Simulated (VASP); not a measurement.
# WS2 in VASP: vibrations by perturbation theory with PBEsol

Aim: the vibrations by perturbation theory of WS2 with PBEsol.

Everything below comes from runs of VASP 6.6.1. Logs are shortened: lines on timing, memory, paths and dates and some standing lists are left out, and cuts for length are marked.

## 1. The cell of the first run

The cell holds a slab with vacuum, 3 atoms: a = 3.184 Å, b = 3.184 Å, c = 16.951 Å, α = 90.00°, β = 90.00°, γ = 120.00°.

## 2. Vibrations by perturbation theory, PBEsol

INCAR reads:

```
SYSTEM = WS2
PREC = Accurate ; ENCUT = 520
EDIFF = 1E-8 ; ISMEAR = 0
SIGMA = 0.05 ; LREAL = .FALSE.
LASPH = .TRUE. ; NELM = 60
ALGO = Normal ; ISIF = 2
LWAVE = .FALSE. ; LCHARG = .FALSE.
GGA = PS ; IBRION = 8
NSW = 1
```

KPOINTS reads:

```
Automatic mesh
0
G
  12 12 2
  0 0 0
```

POSCAR reads:

```
WS2
1.0
    3.1835163552      0.0000000000      0.0000000000
   -1.5917581776      2.7570060369      0.0000000000
    0.0000000000      0.0000000000     16.9505778900
W S
1 2
Direct
    0.3333333333      0.6666666667      0.0000000000
    0.6666666667      0.3333333333      0.9079994900
    0.6666666667      0.3333333333      0.0920005100
```

Potentials or basis: VASP PAW PBE potentials, release 64 (W_sv, S).

Run with:

```bash
cat potpaw_PBE.64/W_sv/POTCAR potpaw_PBE.64/S/POTCAR > POTCAR
mpirun -np 1 vasp_std > vasp.out
```

OUTCAR:

```text
SYSTEM = WS2
   PREC = Accurate
   ENCUT = 520
   EDIFF = 1E-8
   ISMEAR = 0
   LREAL = .FALSE.
   LASPH = .TRUE.
   NELM = 60
   ISIF = 2
   GGA = PS
   IBRION = 8
   NSW = 1

 ion  position               nearest neighbor table
   1  0.333  0.667  0.000-   2 2.41   3 2.41   2 2.41   3 2.41   2 2.41   3 2.41
   2  0.667  0.333  0.908-   1 2.41   1 2.41   1 2.41
   3  0.667  0.333  0.092-   1 2.41   1 2.41   1 2.41

  LATTYP: Found a hexagonal cell.
 ALAT       =     3.1835163552
 C/A-ratio  =     5.3244827413

  Lattice vectors:

 A1 = (   3.1835163552,   0.0000000000,   0.0000000000)
 A2 = (  -1.5917581776,   2.7570060369,   0.0000000000)
 A3 = (   0.0000000000,   0.0000000000,  16.9505778900)

Analysis of symmetry for initial positions (statically):
=====================================================================
 Subroutine PRICEL returns:
 Original cell was already a primitive cell.

 Routine SETGRP: Setting up the symmetry group for a
 hexagonal supercell.

 Subroutine GETGRP returns: Found 12 space group operations
 (whereof 12 operations were pure point group operations)
 out of a pool of 24 trial point group operations.

The static configuration has the point symmetry D_3h.

Analysis of symmetry for dynamics (positions and initial velocities):
=====================================================================
 Subroutine PRICEL returns:
 Original cell was already a primitive cell.

 Routine SETGRP: Setting up the symmetry group for a
 hexagonal supercell.

 Subroutine GETGRP returns: Found 12 space group operations
 (whereof 12 operations were pure point group operations)
 out of a pool of 24 trial point group operations.

The dynamic configuration has the point symmetry D_3h.

 Subroutine INISYM returns: Found 12 space group operations
 (whereof 12 operations are pure point group operations),
 and found     1 'primitive' translations

[... 656 lines left out ...]
 -----------------------------------------------------------------------------------
     -0.00000      1.83800      0.00000        -0.000000      0.000000      0.000000
      1.59176      0.91900     15.39112         0.000000      0.000000      0.103693
      1.59176      0.91900      1.55946        -0.000000      0.000000     -0.103693
 -----------------------------------------------------------------------------------
    total drift:                                0.000000     -0.000000     -0.000000

  FREE ENERGIE OF THE ION-ELECTRON SYSTEM (eV)
  ---------------------------------------------------
  free  energy   TOTEN  =       -25.2353916536 eV

  energy  without entropy=      -25.2353916536  energy(sigma->0) =      -25.23539165

[... ionic steps 2 to 3 ...]

--------------------------------------- Ionic step        4  -------------------------------------------

------------------------ aborting loop because EDIFF is reached ----------------------------------------
[... 11 lines left out ...]
[... ionic steps 8 to 8 ...]

--------------------------------------- Ionic step        9  -------------------------------------------

 Free energy of the ion-electron system (eV)
  ---------------------------------------------------
  ---------------------------------------------------
  free energy    TOTEN  =        -0.15217572 eV

  energy without entropy =       -0.15217572

------------------------ aborting loop because EDIFF is reached ----------------------------------------

 INTERNAL STRAIN TENSOR  FOR ION    2  DIRECTION 3   (eV/Angst):
 -----------------------------------------------------------------------------
    11.22102 -0.00000 -0.00000
    -0.00000 11.22102  0.00000
     0.00000  0.00000 31.16583

 INTERNAL STRAIN TENSOR FOR ION    3 for displacements in x,y,z  (eV/Angst):
          X           Y           Z          XY          YZ          ZX
  --------------------------------------------------------------------------------
  x     0.00000     0.00000     0.00000     3.27038    -0.00000   -14.51390
  y     3.27038    -3.27038     0.00000     0.00000   -15.80995     0.00000
  z   -11.22102   -11.22102   -31.16583    -0.00000     0.00000     0.00000

 SECOND DERIVATIVES (NOT SYMMETRIZED)
 ------------------------------------
               1X          1Y          1Z          2X          2Y          2Z          3X          3Y          3Z
  1X   -21.204187    0.000000    0.000000   10.602094    0.000000    0.000000   10.602094    0.000000    0.000000
  1Y     0.000000  -21.204187    0.000000    0.000000   10.602094    0.000000    0.000000   10.602094    0.000000
  1Z     0.000000    0.000000  -32.260580    0.000000    0.000000   16.130290   -0.000000   -0.000000   16.130290
  2X    10.608790    0.000000    0.000000  -10.277253    0.000000   -0.000000   -0.331537    0.000000   -0.000000
  2Y     0.000000   10.608790   -0.000000    0.000000  -10.277253    0.000000    0.000000   -0.331537   -0.000000
  2Z     0.000000   -0.000000   16.135218    0.000000   -0.000000  -18.035512    0.000000   -0.000000    1.900294
  3X    10.608790    0.000000   -0.000000   -0.331537    0.000000    0.000000  -10.277253    0.000000    0.000000
  3Y     0.000000   10.608790    0.000000    0.000000   -0.331537    0.000000    0.000000  -10.277253    0.000000
  3Z     0.000000    0.000000   16.135218    0.000000    0.000000    1.900294    0.000000    0.000000  -18.035512

 Eigenvectors and eigenvalues of the dynamical matrix
 ----------------------------------------------------

   1 f  =   12.878843 THz    80.920160 2PiTHz  429.591976 cm-1    53.262593 meV
             X         Y         Z           dx          dy          dz
     -0.000000  1.838004  0.000000     0.000000   -0.000000   -0.508485
      1.591758  0.919002 15.391116    -0.000000    0.000000    0.608869
      1.591758  0.919002  1.559462    -0.000000   -0.000000    0.608869
[... 43 lines left out ...]
   9 f/i=    0.001443 THz     0.009068 2PiTHz    0.048141 cm-1     0.005969 meV
             X         Y         Z           dx          dy          dz
     -0.000000  1.838004  0.000000    -0.758878   -0.406951   -0.000000
      1.591758  0.919002 15.391116    -0.316830   -0.169901   -0.000000
      1.591758  0.919002  1.559462    -0.316830   -0.169901   -0.000000

--------------------------------------------------------------------------------------------------------

 ELASTIC MODULI CONTR FROM IONIC RELAXATION (kBar)
 Direction    XX          YY          ZZ          XY          YZ          ZX
 --------------------------------------------------------------------------------
 XX        -155.4935   -116.5713   -377.8232      0.0000     -0.0000     -0.0000
 YY        -116.5713   -155.4935   -377.8232     -0.0000     -0.0000     -0.0000
 ZZ        -377.8232   -377.8232  -1049.3852      0.0000     -0.0000     -0.0000
 XY           0.0000     -0.0000      0.0000    -19.4611      0.0000     -0.0000
 YZ          -0.0000     -0.0000     -0.0000      0.0000   -541.2976     -0.0000
 ZX          -0.0000     -0.0000     -0.0000      0.0000     -0.0000   -456.1876
 --------------------------------------------------------------------------------
```

It took 25 min on 1 thread of Intel Xeon Platinum 8488C (Sapphire Rapids), shared host; peak memory 0.9 GiB.

Results:

| Property | Result |
| --- | --- |
| Highest phonon frequency at Γ, LO-TO splitting left out | 430 cm⁻¹ |

Phonon frequencies in cm⁻¹ (negative: imaginary):
```csv
q point,frequencies
"(0.000, 0.000, 0.000)",0 0 0 290 290 348 348 411 430
```

Caveat: the cell stands under pressure or tension, which shifts response properties; spin-orbit coupling is left out, which moves the levels of the heavy elements.
